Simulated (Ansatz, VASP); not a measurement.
**TiC in VASP and in Ansatz**

```
Ti C
1.0
     0.00000   -2.16646   -2.16646
     0.00000    2.16646   -2.16646
     4.33292    0.00000    0.00000
Ti C
2 2
Direct
  0.50865 0.49135 0.50000
  0.99135 0.00865 0.00000
  0.49856 0.50144 0.00000
  0.00144 0.99856 0.50000
```

Change from the starting cell: mode 4 (285.4 1/cm) frozen in, largest displacement +0.037 Å.

Alike in both runs: task single point; functional PBE; k mesh 20 × 20 × 14; occupations gaussian, width 0.15 eV; no spin polarisation.

|  | VASP | Ansatz |
| --- | --- | --- |
| version | VASP 6.6.1 | Ansatz 0.2.0 |
| potentials or method | VASP PAW PBE potentials, release 64 (Ti_sv, C), cutoff 520 eV | scalar-relativistic, plane waves, PAW |
| valence electrons in the cell | 32 | 32 |

|  | VASP | Ansatz | Ansatz less VASP |
| --- | --- | --- | --- |
| gap on the k mesh at the Fermi level (eV) | none | none | - |
| pressure (GPa) | 0.4 | 0.2 | -0.19 |
| traceless stress, the component that is largest in VASP (GPa) | -0.32 | -0.32 | +0.001 |
| rms of the force components (eV/Å) | 0.221 | 0.220 | -0.0003 |

Atom by atom the forces differ by 0.001 eV/Å (rms over components). A gap of «none» marks a metal or a gap that the smearing closes.
